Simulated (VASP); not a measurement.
# KI in VASP: further runs, part 2 of 3

VASP 6.6.1. Earlier steps stand in the parts before.

### 3 Single point, PBEsol (volume scaled by 1.06)

The input, INCAR:

```
PREC     = Accurate       # precision mode
ENCUT    = 520            # plane-wave cutoff, eV
EDIFF    = 1E-7           # SCF threshold, eV
ISMEAR   = -1             # smearing method
SIGMA    = 0.01           # smearing width, eV
LREAL    = False          # projectors in reciprocal space
LASPH    = True           # aspherical terms in the spheres
NELM     = 100            # most SCF steps
ALGO     = Normal         # electronic algorithm
ISIF     = 2              # what is computed and relaxed
LWAVE    = False          # write WAVECAR
LCHARG   = True           # write CHGCAR
GGA      = PS             # functional
LELF     = True           # ELF
LVHAR    = True         
NBANDS   = 15             # bands
```

The input, KPOINTS:

```
Automatic mesh
0
Gamma
  8 8 8
```

The input, POSCAR:

```
KI
1.0
    0.0000000000      3.5936763733      3.5936763733
    3.5936763733      0.0000000000      3.5936763733
    3.5936763733      3.5936763733      0.0000000000
K I
1 1
Direct
    0.0000000000      0.0000000000      0.0000000000
    0.5000000000      0.5000000000      0.5000000000
```

Potentials or basis: VASP PAW PBE potentials, release 64 (K_sv, I).

The run is started by

```console
$ cat potpaw_PBE.64/K_sv/POTCAR potpaw_PBE.64/I/POTCAR > POTCAR
$ mpirun -np 1 vasp_std > vasp.out
```

OUTCAR:

```text
PREC = Accurate
   ENCUT = 520
   EDIFF = 1E-7
   ISMEAR = -1
   LREAL = False
   LASPH = True
   NELM = 100
   ISIF = 2
   GGA = PS

 ion  position               nearest neighbor table
   1  0.000  0.000  0.000-   2 3.59   2 3.59   2 3.59   2 3.59   2 3.59   2 3.59
   2  0.500  0.500  0.500-   1 3.59   1 3.59   1 3.59   1 3.59   1 3.59   1 3.59

  LATTYP: Found a face centered cubic cell.
 ALAT       =     7.1873527466

  Lattice vectors:

 A1 = (   0.0000000000,   3.5936763733,   3.5936763733)
 A2 = (   3.5936763733,   0.0000000000,   3.5936763733)
 A3 = (   3.5936763733,   3.5936763733,   0.0000000000)

Analysis of symmetry for initial positions (statically):
=====================================================================
 Subroutine PRICEL returns:
 Original cell was already a primitive cell.

 Routine SETGRP: Setting up the symmetry group for a
 face centered cubic supercell.

 Subroutine GETGRP returns: Found 48 space group operations
 (whereof 48 operations were pure point group operations)
 out of a pool of 48 trial point group operations.

The static configuration has the point symmetry O_h .

Analysis of symmetry for dynamics (positions and initial velocities):
=====================================================================
 Subroutine PRICEL returns:
 Original cell was already a primitive cell.

 Routine SETGRP: Setting up the symmetry group for a
 face centered cubic supercell.

 Subroutine GETGRP returns: Found 48 space group operations
 (whereof 48 operations were pure point group operations)
 out of a pool of 48 trial point group operations.

The dynamic configuration has the point symmetry O_h .

 Subroutine INISYM returns: Found 48 space group operations
 (whereof 48 operations are pure point group operations),
 and found     1 'primitive' translations

----------------------------------------------------------------------------------------

                                     Primitive cell

  volume of cell :      92.8211

  direct lattice vectors                    reciprocal lattice vectors
     0.000000000  3.593676373  3.593676373    -0.139133285  0.139133285  0.139133285
     3.593676373  0.000000000  3.593676373     0.139133285 -0.139133285  0.139133285
     3.593676373  3.593676373  0.000000000     0.139133285  0.139133285 -0.139133285

  length of vectors
     5.082225866  5.082225866  5.082225866     0.240985919  0.240985919  0.240985919

  position of ions in fractional coordinates (direct lattice)
     0.000000000  0.000000000  0.000000000
     0.500000000  0.500000000  0.500000000

  ion indices of the primitive-cell ions
   primitive index   ion index
                 1           1
                 2           2

----------------------------------------------------------------------------------------

 KPOINTS: Automatic mesh

Automatic generation of k-mesh.
 Grid dimensions read from file:
 generate k-points for:    8    8    8
[... 23 lines left out ...]
  0.250000  0.000000  0.000000      8.000000
  0.375000  0.000000  0.000000      8.000000
  0.500000  0.000000  0.000000      4.000000
  0.125000  0.125000  0.000000      6.000000
[... 16 lines left out ...]
  0.500000  0.250000  0.125000     48.000000
 -0.375000  0.250000  0.125000     24.000000
 [... further k-points ...]
   k-points           NKPTS =     29   k-points in BZ     NKDIM =     29   number of bands    NBANDS=     15
   number of dos      NEDOS =    301   number of ions     NIONS =      2
   total plane-waves  NPLWV =  64000
   dimension x,y,z NGX =    40 NGY =   40 NGZ =   40
   dimension x,y,z NGXF=    80 NGYF=   80 NGZF=   80
   ions per type =               1   1
   NGX,Y,Z   is equivalent  to a cutoff of  13.08, 13.08, 13.08 a.u.
   NGXF,Y,Z  is equivalent  to a cutoff of  26.17, 26.17, 26.17 a.u.
 SYSTEM =  unknown system
   PREC   = accura    normal or accurate (medium, high low for compatibility)
   ISTART =      0    job   : 0-new  1-cont  2-samecut
   ICHARG =      2    charge: 1-file 2-atom 10-const
   ISPIN  =      1    spin polarized calculation?
   LNONCOLLINEAR =      F non collinear calculations
   LSORBIT =      F    spin-orbit coupling
   LASPH  =      T    aspherical Exc in radial PAW
   ENCUT  =  520.0 eV  38.22 Ry    6.18 a.u.   9.45  9.45  9.45*2*pi/ulx,y,z
   NELM   =    100;   NELMIN=  2; NELMDL= -5     # of ELM steps
   EDIFF  = 0.1E-06   stopping-criterion for ELM
   LREAL  =      F    real-space projection
   EDIFFG = 0.1E-05   stopping-criterion for IOM
   NSW    =      0    number of steps for IOM
   IBRION =     -1    ionic relax: 0-MD 1-quasi-New 2-CG
   NFREE  =      0    steps in history (QN), initial steepest desc. (CG)
   ISIF   =      2    stress and relaxation
   ISYM   =      2    0-nonsym 1-usesym 2-fastsym
   POTIM  = 0.5000    time-step for ionic-motion
   TEBEG  =    0.0;   TEEND  =   0.0 temperature during run
   PSTRESS=    0.0 pullay stress
   NELECT =      16.0000    total number of electrons
   NUPDOWN=      -1.0000    fix difference up-down
   EMIN   =  10.00;   EMAX   =-10.00  energy-range for DOS
   EFERMI =   0.00;   METHOD = LEGACY
   ISMEAR =    -1;   SIGMA  =   0.01  broadening in eV -4-tet -1-fermi 0-gaus
   EFERMI_NEDOS =   21; number of points for ismear=-14 and -15
   IALGO  =     38    algorithm
   IMIX   =      4    mixing-type and parameters
     AMIX     =   0.40;   BMIX     =  1.00
     AMIX_MAG =   1.60;   BMIX_MAG =  1.00
  volume/ion in A,a.u.               =      46.41       313.19
  Fermi-wavevector in a.u.,A,eV,Ry     =   0.911100  1.721729 11.294230  0.830103
  Thomas-Fermi vector in A             =   2.035339
   LORBIT       =      0    0 simple, 1 ext, 2 COOP (PROOUT), +10 PAW based schemes
   GGA     = PS    functional components
   LHFCALC =     F    Hartree Fock is set to
   AEXX    =    0.0000 exact exchange contribution
   IVDW    =     0    specifies the selected vdW correction
   LEPSILON=     F    determine dielectric tensor
   LRPA    =     F    only Hartree local field effects (RPA)
 non-spin polarized calculation
  energy-cutoff  :      520.00
  volume of cell :       92.82
 maximum number of plane-waves:      2541
 NGX is ok and might be reduce to    40
   NGX = 19   NGY = 19   NGZ = 19

 number of electron      16.0000001 magnetization

 Free energy of the ion-electron system (eV)
  ---------------------------------------------------
  ext. energy  EPLUGINS =         0.00000000
  ---------------------------------------------------
  free energy    TOTEN  =        -5.80014605 eV

  energy without entropy =       -5.80014605  energy(sigma->0) =       -5.80014605

 E-fermi :  -0.5170     XC(G=0):  -7.1347

 val. band max:       -0.7613989868   @ k =   0.0000   0.0000   0.0000
 cond. band min:       2.9494044740   @ k =   0.0000   0.0000   0.0000
 fundamental gap:      3.7108034607
 Fermi energy:        -0.5170118060

 k-point     1 :       0.0000    0.0000    0.0000
  band No.  band energies     occupation
      1     -29.1819      2.00000
      2     -12.7272      2.00000
      3     -12.7272      2.00000
      4     -12.7272      2.00000
      5     -11.2248      2.00000
      6      -0.7614      2.00000
      7      -0.7614      2.00000
      8      -0.7614      2.00000
      9       2.9494      0.00000
     10       5.6892      0.00000
     11       5.6892      0.00000
     12       5.6892      0.00000
     13       6.3938      0.00000
     14       6.3938      0.00000
[... 401 lines left out ...]
      2     -12.8140      2.00000
      3     -12.7415      2.00000
      4     -12.7346      2.00000
      5     -11.0248      2.00000
      6      -1.7955      2.00000
      7      -1.2656      2.00000
      8      -1.1141      2.00000
      9       5.0988      0.00000
     10       5.9543      0.00000
     11       6.3530      0.00000
     12       7.3470      0.00000
     13       7.7177      0.00000
     14       8.0548      0.00000
     15       8.8340      0.00000

 [... further k-points ...]

------------------------ aborting loop because EDIFF is reached ----------------------------------------

  FORCE on cell =-STRESS in cart. coord.  units (eV):
  Direction    XX          YY          ZZ          XY          YZ          ZX
  --------------------------------------------------------------------------------------
  -------------------------------------------------------------------------------------
  Total       -0.4313591     -0.4313591     -0.4313591      0.0000000      0.0000000     -0.0000000
  in kB       -7.4456508     -7.4456508     -7.4456508      0.0000000      0.0000000     -0.0000000
  external PRESSURE =      -7.4456508 kB  Pullay stress =       0.0000000 kB

 VOLUME and BASIS-vectors are now :
 -----------------------------------------------------------------------------
  energy-cutoff  :      520.00
  volume of cell :       92.82
      direct lattice vectors                 reciprocal lattice vectors
     0.000000000  3.593676373  3.593676373    -0.139133285  0.139133285  0.139133285
     3.593676373  0.000000000  3.593676373     0.139133285 -0.139133285  0.139133285
     3.593676373  3.593676373  0.000000000     0.139133285  0.139133285 -0.139133285

 POSITION                                       TOTAL-FORCE (eV/Angst)
 -----------------------------------------------------------------------------------
      0.00000      0.00000      0.00000         0.000000      0.000000     -0.000000
      3.59368      3.59368      3.59368        -0.000000     -0.000000      0.000000
 -----------------------------------------------------------------------------------
    total drift:                                0.000000     -0.000000     -0.000000

  FREE ENERGIE OF THE ION-ELECTRON SYSTEM (eV)
  ---------------------------------------------------
  free  energy   TOTEN  =        -5.8001460483 eV

  energy  without entropy=       -5.8001460483  energy(sigma->0) =       -5.80014605
```

Wall time 42 s (1 thread of Intel Xeon Platinum 8259CL at 2.50GHz (Skylake/Cascade Lake), shared host); peak memory 0.25 GiB.

What came out:

```
Free energy            : -5.8001 eV
Pressure               : -0.7 GPa
Band gap on the k mesh : 3.71 eV, direct
```

Caveat: the PAW data sets were made with another functional, which shifts forces and pressure a little; spin-orbit coupling is left out, which moves the levels of the heavy elements. A k mesh can miss the band edges.

### 4 Single point, PBEsol (equal xx and yy strain of -2 %)

The input, INCAR:

```
SYSTEM = KI
ALGO = Normal ; EDIFF = 1E-6
ENCUT = 520 ; GGA = PS
ISIF = 2 ; ISMEAR = -1
LASPH = .True. ; LCHARG = .False.
LREAL = .False. ; LWAVE = .False.
NBANDS = 15 ; NELM = 100
PREC = Accurate ; SIGMA = 0.01
```

The input, KPOINTS:

```
k-points
0
Gamma
  8 8 8
  0 0 0
```

The input, POSCAR:

```
KI
1.0
    0.0000000000      3.4540590000      3.5245500000
    3.4540590000      0.0000000000      3.5245500000
    3.4540590000      3.4540590000      0.0000000000
K I
1 1
Direct
    0.0000000000      0.0000000000      0.0000000000
    0.5000000000      0.5000000000      0.5000000000
```

The run is started by

```console
$ cat potpaw_PBE.64/K_sv/POTCAR potpaw_PBE.64/I/POTCAR > POTCAR
$ mpirun -np 1 vasp_std > vasp.out
```

It took 55 s on 1 thread of Intel Xeon Platinum 8259CL at 2.50GHz (Skylake/Cascade Lake), shared host; peak memory 0.27 GiB.

The run converged. Its results:

```
Free energy            : -5.8116 eV
Pressure               : 0.3 GPa
Band gap on the k mesh : 3.91 eV, direct
```

Stress tensor (GPa, compression positive):
```
 0.54  0.00  0.00
 0.00  0.54  0.00
 0.00  0.00 -0.04
```

Levels at points of the mesh, in eV from the valence-band top:
| k point | band 5 | band 6 | band 7 | band 8 | band 9 | band 10 | band 11 | band 12 |
| --- | --- | --- | --- | --- | --- | --- | --- | --- |
| (0.00, 0.00, 0.00) | -10.62 | -0.01 | 0.00 | 0.00 | 3.91 | 6.31 | 6.44 | 6.44 |
| (0.50, 0.00, 0.00) | -10.25 | -1.47 | -0.39 | -0.38 | 5.42 | 7.73 | 8.08 | 8.24 |
| (0.50, 0.50, 0.00) | -10.46 | -1.12 | -0.38 | -0.38 | 4.74 | 5.77 | 8.08 | 8.82 |
| (0.50, 0.00, 0.50) | -10.45 | -1.09 | -0.43 | -0.40 | 4.73 | 5.78 | 8.13 | 8.83 |

Caveat: the cell differs from its parent crystal (equal xx and yy strain of -2 %); the PAW data sets were made with another functional, which shifts forces and pressure a little; spin-orbit coupling is left out, which moves the levels of the heavy elements.

(Continued in part 3 of 3.)
